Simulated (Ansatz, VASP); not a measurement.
**HfN: VASP beside Ansatz**

```
CELL_PARAMETERS angstrom
0.00000 -2.23398 -2.23398
0.00000 2.23398 -2.23398
4.46795 0.00000 0.00000
ATOMIC_POSITIONS crystal
Hf 0.51410 0.48590 0.50000
Hf 0.98590 0.01410 0.00000
N 0.49219 0.50781 0.00000
N 0.00781 0.99219 0.50000
```

Change from the starting cell: mode 4 frozen in at -0.063 Å and mode 11 at +0.000 Å (largest displacements).

Alike in both runs: task single point; functional LDA; k mesh 14 × 14 × 10; occupations gaussian, width 0.15 eV; no spin polarisation.

```csv
,VASP,Ansatz
version,VASP 6.6.1,Ansatz 0.2.0
potentials or method,"VASP PAW LDA potentials, release 64 (Hf_pv, N), cutoff 520 eV","scalar-relativistic, plane waves, PAW"
valence electrons in the cell,30,62
```

Ansatz gave:

| Quantity | Value |
| --- | --- |
| gap on the k mesh at the Fermi level (eV) | none |
| pressure (GPa) | 0.3 |
| traceless stress, the component that is largest in VASP (GPa) | 0.62 |
| rms of the force components (eV/Å) | 0.382 |

Task: Estimate VASP's values.

Result: gap on the k mesh at the Fermi level (eV): none; pressure (GPa): -0.9; traceless stress, the component that is largest in VASP (GPa): 0.60; rms of the force components (eV/Å): 0.386.

Ansatz warns that its potentials were made for another functional, while VASP's fit it. LDA's correlation is that of Perdew and Zunger in VASP and of Perdew and Wang (1992) in Ansatz. Atom by atom the forces differ by 0.005 eV/Å (rms over components). A gap of «none» marks a metal or a gap that the smearing closes. VASP's potentials hold 30 valence electrons a cell and Ansatz's 62, so a difference there can come from the potentials and not from the codes.

Spin-orbit coupling is off throughout.
